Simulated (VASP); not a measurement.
Crystal: HfN.

```
Hf N
1.0
     0.00000    2.24086    2.24086
     2.24086    0.00000    2.24086
     2.24086    2.24086    0.00000
Hf N
1 1
Direct
  0.00000 0.00000 0.00000
  0.50000 0.50000 0.50000
```

Base run:

* Program: VASP 6.6.1
* Functional: LDA
* Potentials or basis: VASP PAW LDA potentials, release 64 (Hf_pv, N)
* Cutoff: 600 eV
* k mesh: 10 × 10 × 10
* Occupations: fermi-dirac, width 0.05 eV
* Spin: no spin polarisation

Its results: band gap on the k mesh zero (an odd number of electrons rules out a gap without spin polarisation); pressure -4.0 GPa.

Task: The run is repeated on the same cell with these changes: functional from LDA to r2SCAN; potentials or basis from VASP PAW LDA potentials, release 64 (Hf_pv, N) to VASP PAW PBE potentials, release 64 (Hf_pv, N); cutoff from 600 eV to 660 eV. What comes out?

Result: Band gap on the k mesh zero (an odd number of electrons rules out a gap without spin polarisation); pressure 6.1 GPa.

Caveats: spin-orbit coupling is left out, which moves the levels of the heavy elements; an odd number of electrons without spin polarisation forces a metal; a magnetic or distorted state may lie lower; the cell stands under tension (at least some runs); the cell stands under pressure (at least some runs); the PAW data sets were made with another functional, which shifts forces and pressure a little (at least some runs).
